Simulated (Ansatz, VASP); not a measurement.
Two plane-wave programs on Ga3Se2

The input INCAR:

```
SYSTEM = Ga3Se2
PREC = Accurate ; ENCUT = 600
EDIFF = 1E-6 ; ISMEAR = 0
SIGMA = 0.1 ; LREAL = .FALSE.
LASPH = .TRUE. ; NELM = 80
ALGO = Normal ; ISIF = 3
LWAVE = .FALSE. ; LCHARG = .FALSE.
GGA = PE ; IBRION = 2
NSW = 90 ; EDIFFG = -0.04
```

File KPOINTS:

```
Automatic mesh
0
G
  6 6 4
  0 0 0
```

POSCAR

```
Ga3Se2
1.0
    4.2391557175      0.0000000000      0.0000000000
   -2.1195778587      3.6712165419      0.0000000000
    0.0000000000      0.0000000000      6.5954377026
Ga Se
3 2
Direct
    0.0000000000      0.0000000000      0.0000000000
    0.3333333333      0.6666666667      0.6450000000
    0.6666666667      0.3333333333      0.3550000000
    0.3333333333      0.6666666667      0.2450000000
    0.6666666667      0.3333333333      0.7550000000
```

Input for Ansatz:

```yaml
crystal:
  lattice:
    - [4.2391557175, 0.0, 0.0]
    - [-2.1195778587, 3.6712165419, 0.0]
    - [0.0, 0.0, 6.5954377026]
  atoms:
    - { symbol: Ga, position: [0.0, 0.0, 0.0] }
    - { symbol: Ga, position: [0.3333333333, 0.6666666667, 0.645] }
    - { symbol: Ga, position: [0.6666666667, 0.3333333333, 0.355] }
    - { symbol: Se, position: [0.3333333333, 0.6666666667, 0.245] }
    - { symbol: Se, position: [0.6666666667, 0.3333333333, 0.755] }
basis:
  ecutwfc: 420
kpoints:
  mp_grid: { grid: [6, 6, 4] }
hamiltonian:
  xc: pbe
scf:
  occupations: { method: gaussian, width: 0.1 }
  lower_state_search: "off"
output:
  forces: true
  stress: true
  eigenvalues: true
relax:
  adjacent_minimum: "off"
  f_tol: 0.04
  max_steps: 70
  cell: { stress_tol: 0.4 }
```

Alike in both runs: task relaxation of cell and atoms; functional PBE; k mesh 6 × 6 × 4; occupations gaussian, width 0.1 eV; no spin polarisation.

|  | VASP | Ansatz |
| --- | --- | --- |
| version | VASP 6.6.1 | Ansatz 0.2.0 |
| potentials or method | VASP PAW PBE potentials, release 64 (Ga_d, Se), cutoff 600 eV | scalar-relativistic, plane waves, PAW |
| valence electrons in the cell | 51 | 71 |

```tsv
	VASP	Ansatz	Ansatz less VASP
gap on the k mesh at the Fermi level, each at its own relaxed structure (eV)	none	none	-
relaxed volume (Å³/atom)	24.76	24.72	-0.035
relaxed length of the cell vector where the two differ most in proportion (Å)	6.211	6.195	-0.0160
```

A gap of «none» marks a metal or a gap that the smearing closes. VASP's potentials hold 51 valence electrons a cell and Ansatz's 71, so a difference there can come from the potentials and not from the codes.

Noted on VASP's run: the volume moved by over 15 % at a fixed basis, so the end points are rough.
